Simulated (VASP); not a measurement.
**From VASP inputs to Ansatz: CdS (strained zincblende)**

INCAR

```
NELM = 120
LWAVE = .FALSE.
NBANDS = 16
METAGGA = R2SCAN
NSW = 0
IBRION = -1
LREAL = .FALSE.
PREC = Accurate
ISIF = 2
ENCUT = 520
SIGMA = 0.01
LCHARG = .FALSE.
LASPH = .TRUE.
EDIFF = 1E-7
ALGO = Normal
ISMEAR = 0
```

KPOINTS

```
KPOINTS created by Atomic Simulation Environment
0
Gamma
8 8 8
0 0 0
```

KPOINTS_OPT

```
special points
6
Reciprocal
0.0000000000 0.0000000000 0.0000000000 1
-0.5000000000 -0.5000000000 0.0000000000 1
-0.3750000000 -0.3750000000 0.2500000000 1
-0.3750000000 0.0000000000 0.3750000000 1
0.0000000000 0.0000000000 0.5000000000 1
-0.5000000000 -0.2500000000 0.2500000000 1
```

POSCAR

```
Cd S
 1.0000000000000000
     0.0000000000000000    2.8804305461999999    2.8804305461999999
     2.8804305461999999    0.0000000000000000    2.8804305461999999
     2.8804305461999999    2.8804305461999999    0.0000000000000000
 Cd  S
   1   1
Cartesian
  0.0000000000000000  0.0000000000000000  0.0000000000000000
  1.4402152731000000  1.4402152731000000  1.4402152731000000
```

VASP ran with the recommended PBE PAW datasets (18 valence electrons in the cell).

Problem. Translate these files to an Ansatz input.

Solution. 

```yaml
crystal:
  lattice:
    - [0.0, 2.8804305462, 2.8804305462]
    - [2.8804305462, 0.0, 2.8804305462]
    - [2.8804305462, 2.8804305462, 0.0]
  atoms:
    - { symbol: Cd, position: [0.0, 0.0, 0.0] }
    - { symbol: S, position: [0.25, 0.25, 0.25] }
kpoints:
  mp_grid: { grid: [8, 8, 8] }
  band_path:
    path:
      - [0.0, 0.0, 0.0]
      - [-0.5, -0.5, 0.0]
      - [-0.375, -0.375, 0.25]
      - [-0.375, 0.0, 0.375]
      - [0.0, 0.0, 0.5]
      - [-0.5, -0.25, 0.25]
    npoints: 1
hamiltonian:
  xc: r2scan
scf:
  occupations: { method: fixed }
  n_extra_bands: 4
output:
  forces: true
  stress: true
  eigenvalues: true
```

Other inputs would serve too.

```csv
,VASP,Ansatz
gap between bands v and c,1.68 eV,1.68 eV
least direct gap,1.68 eV,1.68 eV
pressure,4.6 GPa,4.2 GPa
```

Datasets and cutoffs are each program's own. VASP's cell holds 18 valence electrons and Ansatz's 26. Ansatz's stress includes a Pulay correction; VASP's doesn't.

VASP's potentials hold 18 valence electrons a cell and Ansatz's 26, so a difference between the two programs can come from the potentials and not from the codes.
